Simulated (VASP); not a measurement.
# SnO (P4/nmm) in VASP: further runs, part 2 of 2

VASP 6.6.1. Earlier steps stand in the parts before.

**4. Single point, PBEsol (16.69 Å³/atom)**

This run uses another cell than the first one, of 16.69 Å³/atom.

File INCAR:

```
  ALGO = Normal
  EDIFF = 1E-7
  ENCUT = 520
  GGA = PS
  ISIF = 2
  ISMEAR = 0
  LASPH = T
  LCHARG = F
  LREAL = F
  LWAVE = F
  NBANDS = 28
  NELM = 80
  PREC = Accurate
  SIGMA = 0.1
```

File KPOINTS:

```
k-points
0
Gamma
  12 12 10
```

File POSCAR:

```
SnO
1.0
    3.7876865089      0.0000000000      0.0000000000
    0.0000000000      3.7876865089      0.0000000000
    0.0000000000      0.0000000000      4.6524154985
Sn O
2 2
Direct
    0.5000000000      0.0000000000      0.2480945193
    0.0000000000      0.5000000000      0.7519054807
    0.0000000000      0.0000000000      0.0000000000
    0.5000000000      0.5000000000      0.0000000000
```

Potentials or basis: VASP PAW PBE potentials, release 64 (Sn_d, O).

Command:

```console
$ cat potpaw_PBE.64/Sn_d/POTCAR potpaw_PBE.64/O/POTCAR > POTCAR
$ mpirun -np 1 vasp_std > vasp.out
```

OUTCAR:

```text
EDIFF = 1E-7
   ENCUT = 520
   GGA = PS
   ISIF = 2
   ISMEAR = 0
   LASPH = T
   LREAL = F
   NELM = 80
   PREC = Accurate

 ion  position               nearest neighbor table
   1  0.500  0.000  0.248-   3 2.22   4 2.22   4 2.22   3 2.22   2 3.54   2 3.54   2 3.54   2 3.54
                             2 3.56   2 3.56   2 3.56   2 3.56
   2  0.000  0.500  0.752-   3 2.22   4 2.22   3 2.22   4 2.22   1 3.54   1 3.54   1 3.54   1 3.54
[... 950 lines left out ...]
  Direction    XX          YY          ZZ          XY          YZ          ZX
  --------------------------------------------------------------------------------------
  -------------------------------------------------------------------------------------
  Total        0.5922582      0.5922582      0.5450177      0.0000000     -0.0000000      0.0000000
  in kB       14.2165787     14.2165787     13.0826179      0.0000000     -0.0000000      0.0000000
  external PRESSURE =      13.8385918 kB  Pullay stress =       0.0000000 kB

 VOLUME and BASIS-vectors are now :
 -----------------------------------------------------------------------------
  energy-cutoff  :      520.00
  volume of cell :       66.75
      direct lattice vectors                 reciprocal lattice vectors
     3.787686509  0.000000000  0.000000000     0.264013402  0.000000000  0.000000000
     0.000000000  3.787686509  0.000000000     0.000000000  0.264013402  0.000000000
     0.000000000  0.000000000  4.652415498     0.000000000  0.000000000  0.214942109

 POSITION                                       TOTAL-FORCE (eV/Angst)
 -----------------------------------------------------------------------------------
      1.89384      0.00000      1.15424         0.000000     -0.000000      0.077291
      0.00000      1.89384      3.49818        -0.000000     -0.000000     -0.077291
      0.00000      0.00000      0.00000        -0.000000     -0.000000      0.000000
      1.89384      1.89384      0.00000        -0.000000      0.000000      0.000000
 -----------------------------------------------------------------------------------
    total drift:                                0.000000      0.000000      0.000000

  FREE ENERGIE OF THE ION-ELECTRON SYSTEM (eV)
  ---------------------------------------------------
  free  energy   TOTEN  =       -24.2069265745 eV

  energy  without entropy=      -24.2055037233  energy(sigma->0) =      -24.20621515
```

OSZICAR:

```text
N       E                     dE             d eps       ncg     rms          rms(c)
DAV:   1     0.410518789291E+03    0.41052E+03   -0.19904E+04  9728   0.222E+03
DAV:   2     0.334386841116E+02   -0.37708E+03   -0.36214E+03  9784   0.539E+02
DAV:   3    -0.246735983248E+02   -0.58112E+02   -0.56977E+02 10768   0.178E+02
DAV:   4    -0.273306607893E+02   -0.26571E+01   -0.26450E+01 10888   0.406E+01
DAV:   5    -0.273915583103E+02   -0.60898E-01   -0.60887E-01 10248   0.664E+00    0.108E+01
DAV:   6    -0.242673449258E+02    0.31242E+01   -0.13854E+01 15260   0.429E+01    0.480E+00
DAV:   7    -0.242410845784E+02    0.26260E-01   -0.17241E+00 10920   0.798E+00    0.240E+00
DAV:   8    -0.242165737677E+02    0.24511E-01   -0.27248E-01 11500   0.341E+00    0.753E-01
DAV:   9    -0.242063306199E+02    0.10243E-01   -0.41061E-02 15220   0.224E+00    0.211E-01
DAV:  10    -0.242071680144E+02   -0.83739E-03   -0.59541E-03 13228   0.756E-01    0.117E-01
DAV:  11    -0.242069120325E+02    0.25598E-03   -0.13131E-03 14468   0.354E-01    0.186E-02
DAV:  12    -0.242069326869E+02   -0.20654E-04   -0.18653E-04  9704   0.779E-02    0.262E-02
DAV:  13    -0.242069266873E+02    0.59995E-05   -0.19756E-05 12232   0.308E-02    0.312E-03
DAV:  14    -0.242069265140E+02    0.17333E-06   -0.22677E-06 13644   0.124E-02    0.247E-03
DAV:  15    -0.242069265745E+02   -0.60455E-07   -0.15830E-07  7284   0.288E-03
   1 F= -.24206927E+02 E0= -.24206215E+02  d E =-.142285E-02
```

stdout:

```text
POSCAR found type information on POSCAR SnO
 POSCAR found :  2 types and       4 ions
 scaLAPACK will be used
 -----------------------------------------------------------------------------
|                                                                             |
|                                                                             |
|     You enforced a specific xc type in the INCAR file but a different       |
|     I HOPE YOU KNOW WHAT YOU ARE DOING!                                     |
|                                                                             |
 -----------------------------------------------------------------------------

 LDA part: xc-table for (Slater+PW92), standard interpolation
 POSCAR, INCAR and KPOINTS ok, starting setup
 FFT: planning ... GRIDC
 FFT: planning ... GRID_SOFT
 FFT: planning ... GRID
 WAVECAR not read
 entering main loop
```

It took 96 s on 1 thread of Intel Xeon 6975P-C (Granite Rapids), shared host; peak memory 0.36 GiB.

What came out:

```
Free energy            : -24.2069 eV
Pressure               : 1.4 GPa
Largest force          : 0.077 eV/Å
Band gap on the k mesh : zero (bands 20 and 21 overlap by 0.30 eV)
```

Forces on the atoms (eV/Å):
```
Sn   0.000  0.000  0.077
Sn   0.000  0.000 -0.077
O    0.000  0.000  0.000
O    0.000  0.000  0.000
```

Stress tensor (GPa, compression positive):
```
1.42 0.00 0.00
0.00 1.42 0.00
0.00 0.00 1.31
```

Caveat: semilocal functionals underestimate gaps, and a narrow one can read as zero; the PAW data sets were made with another functional, which shifts forces and pressure a little; spin-orbit coupling is left out, which moves the levels of the heavy elements.

**5. Single point, PBEsol**

This run uses another cell than the first one, of 17.20 Å³/atom.

File INCAR:

```
SYSTEM = SnO
PREC = Accurate
ENCUT = 520
EDIFF = 1E-6
ISMEAR = 0
SIGMA = 0.1
LREAL = .False.
LASPH = .True.
NELM = 80
ALGO = Normal
ISIF = 2
LWAVE = .False.
LCHARG = .False.
GGA = PS
NBANDS = 28
```

File KPOINTS:

```
regular mesh
0
Gamma
  12 12 10
  0 0 0
```

File POSCAR:

```
SnO
1.0
    3.8052425056      0.0000000000      0.0000000000
    0.0000000000      3.8052425056      0.0000000000
    0.0000000000      0.0000000000      4.7521499404
Sn O
2 2
Direct
    0.5000000000      0.0000000000      0.2424576095
    0.0000000000      0.5000000000      0.7575423905
    0.0000000000      0.0000000000      0.0000000000
    0.5000000000      0.5000000000      0.0000000000
```

Command:

```console
$ cat potpaw_PBE.64/Sn_d/POTCAR potpaw_PBE.64/O/POTCAR > POTCAR
$ mpirun -np 1 vasp_std > vasp.out
```

Run time: 90 s. Hardware: 1 thread of Intel Xeon 6975P-C (Granite Rapids), shared host; peak memory 0.36 GiB.

The run converged. Its results:

```
Free energy            : -24.2146 eV
Pressure               : 0.2 GPa
Largest force          : 0.087 eV/Å
Band gap on the k mesh : zero (bands 20 and 21 overlap by 0.10 eV)
```

Forces on the atoms (eV/Å):
```
Sn   0.000  0.000  0.087
Sn   0.000  0.000 -0.087
O    0.000  0.000  0.000
O    0.000  0.000  0.000
```

Levels at points of the mesh, in eV from the Fermi level:
| k point | band 17 | band 18 | band 19 | band 20 | band 21 | band 22 | band 23 | band 24 |
| --- | --- | --- | --- | --- | --- | --- | --- | --- |
| (0.00, 0.00, 0.00) | -3.55 | -3.25 | -3.25 | -0.06 | 2.06 | 4.45 | 4.51 | 4.51 |
| (0.50, 0.00, 0.00) | -4.95 | -4.95 | -2.83 | -2.83 | 3.20 | 3.20 | 5.79 | 5.79 |
| (0.50, 0.50, 0.00) | -2.58 | -2.58 | -1.94 | -1.94 | -0.14 | -0.14 | 4.35 | 4.35 |
| (0.00, 0.00, 0.50) | -3.26 | -3.26 | -3.05 | -2.26 | 1.53 | 2.73 | 2.73 | 3.51 |
| (0.50, 0.00, 0.50) | -4.91 | -4.91 | -1.79 | -1.79 | 2.59 | 2.59 | 5.25 | 5.25 |
| (0.50, 0.50, 0.50) | -2.84 | -2.84 | -2.58 | -2.58 | 2.23 | 2.23 | 4.10 | 4.10 |

Caveat: semilocal functionals underestimate gaps, and a narrow one can read as zero; the PAW data sets were made with another functional, which shifts forces and pressure a little; spin-orbit coupling is left out, which moves the levels of the heavy elements.

**6. Summary**

| cell | k mesh | gap on the mesh (eV) | pressure (GPa) | largest force (eV/Å) |
| --- | --- | --- | --- | --- |
| a = 3.799, b = 3.799, c = 4.841 Å, 4 atoms, atomic positions A | 6 × 6 × 4 | 0.05 | 0.8 | 0.31 |
| a = 3.768, b = 3.768, c = 4.557 Å, 4 atoms, atomic positions B | 12 × 12 × 10 | none | 2.8 | 0.08 |
| a = 3.788, b = 3.788, c = 4.652 Å, 4 atoms, atomic positions C | 12 × 12 × 10 | none | 1.4 | 0.08 |
| a = 3.805, b = 3.805, c = 4.752 Å, 4 atoms, atomic positions D | 12 × 12 × 10 | none | 0.2 | 0.09 |

Alike in all rows: task single point; level PBEsol; potentials or basis VASP PAW PBE potentials, release 64 (Sn_d, O); no spin polarisation; cutoff (eV) 520; smearing gaussian 0.1 eV.

Caveats: semilocal functionals underestimate gaps, and a narrow one can read as zero; the PAW data sets were made with another functional, which shifts forces and pressure a little; spin-orbit coupling is left out, which moves the levels of the heavy elements.

Total energies depend on the potentials used, so only differences within one code and one set of settings carry meaning.
